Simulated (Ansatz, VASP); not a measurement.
# Mo: VASP beside Ansatz

INCAR

```
  ALGO = Normal
  EDIFF = 1E-6
  ENCUT = 520
  GGA = RE
  ISIF = 2
  ISMEAR = -1
  LASPH = T
  LCHARG = F
  LREAL = F
  LWAVE = F
  NBANDS = 13
  NELM = 60
  PREC = Accurate
  SIGMA = 0.05
```

Contents of KPOINTS:

```
k-points
0
Gamma
  12 12 12
```

File POSCAR:

```
Mo
1.0
   -1.5838089719      1.5838089719      1.5838089719
    1.5838089719     -1.5838089719      1.5838089719
    1.5838089719      1.5838089719     -1.5838089719
Mo
1
Direct
    0.0000000000      0.0000000000      0.0000000000
```

input.yaml

```yaml
crystal:
  lattice:
    - [-1.5838089719, 1.5838089719, 1.5838089719]
    - [1.5838089719, -1.5838089719, 1.5838089719]
    - [1.5838089719, 1.5838089719, -1.5838089719]
  atoms:
    - { symbol: Mo, position: [0.0, 0.0, 0.0] }
hamiltonian:
  xc: revpbe
  pseudopotentials: { kind: paw }
kpoints:
  mp_grid: { grid: [12, 12, 12] }
  band_path:
    path:
      - [[0.0, 0.0, 0.0], [0.5, -0.5, 0.5], [0.0, 0.0, 0.5], [0.0, 0.0, 0.0], [0.25, 0.25, 0.25], [0.5, -0.5, 0.5]]
      - [[0.25, 0.25, 0.25], [0.0, 0.0, 0.5]]
    npoints: 14
scf:
  occupations: { method: fermi_dirac, width: 0.05 }
  n_extra_bands: 6
output:
  forces: true
  stress: true
  eigenvalues: true
  fatbands: false
```

Alike in both runs: functional revPBE; k mesh 12 × 12 × 12; occupations fermi-dirac, width 0.05 eV; no spin polarisation.

|  | VASP | Ansatz |
| --- | --- | --- |
| version | VASP 6.6.1 | Ansatz 0.2.0 |
| potentials or method | VASP PAW PBE potentials, release 64 (Mo_sv) | Ansatz PAW |
| plane-wave cutoff (eV) | 520 | 420 |
| valence electrons in the cell | 14 | 14 |
| task | single point | band structure |

|  | VASP | Ansatz | Ansatz less VASP |
| --- | --- | --- | --- |
| gap on the k mesh at the Fermi level (eV) | none | none | - |
| pressure (GPa) | 1.1 | 0.6 | -0.50 |

VASP's potentials were made for PBE, not for revPBE. A gap of «none» marks a metal or a gap that the smearing closes. The functional is the same, so the differences come from potentials, cutoffs and numerics.
